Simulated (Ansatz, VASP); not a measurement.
Ti2O: VASP beside Ansatz

```xyz
3
Lattice="2.9530 0.0000 0.0000 -1.4765 2.5573 0.0000 0.0000 0.0000 4.7237" Properties=species:S:1:pos:R:3 pbc="T T T"
Ti    1.4430    0.8122    1.1134
Ti   -0.0846    1.9249    3.3657
O     0.1181   -0.1797    0.2446
```

Change from the starting cell: all atoms moved at random, sigma 0.15 Å a component.

Alike in both runs: task single point; functional PBEsol; k mesh 12 × 12 × 8; occupations gaussian, width 0.15 eV; no spin polarisation.

|  | VASP | Ansatz |
| --- | --- | --- |
| version | VASP 6.6.1 | Ansatz 0.2.0 |
| potentials or method | VASP PAW PBE potentials, release 64 (Ti_sv, O), cutoff 520 eV | scalar-relativistic, plane waves, PAW |
| valence electrons in the cell | 30 | 30 |

```csv
,VASP,Ansatz,Ansatz less VASP
gap on the k mesh at the Fermi level (eV),none,none,-
pressure (GPa),18.0,17.5,-0.45
"traceless stress, the component that is largest in VASP (GPa)",12.80,12.57,-0.228
rms of the force components (eV/Å),2.200,2.164,-0.0369
```

VASP's potentials were made for PBE, not for PBEsol. Atom by atom the forces differ by 0.045 eV/Å (rms over components). A gap of «none» marks a metal or a gap that the smearing closes.
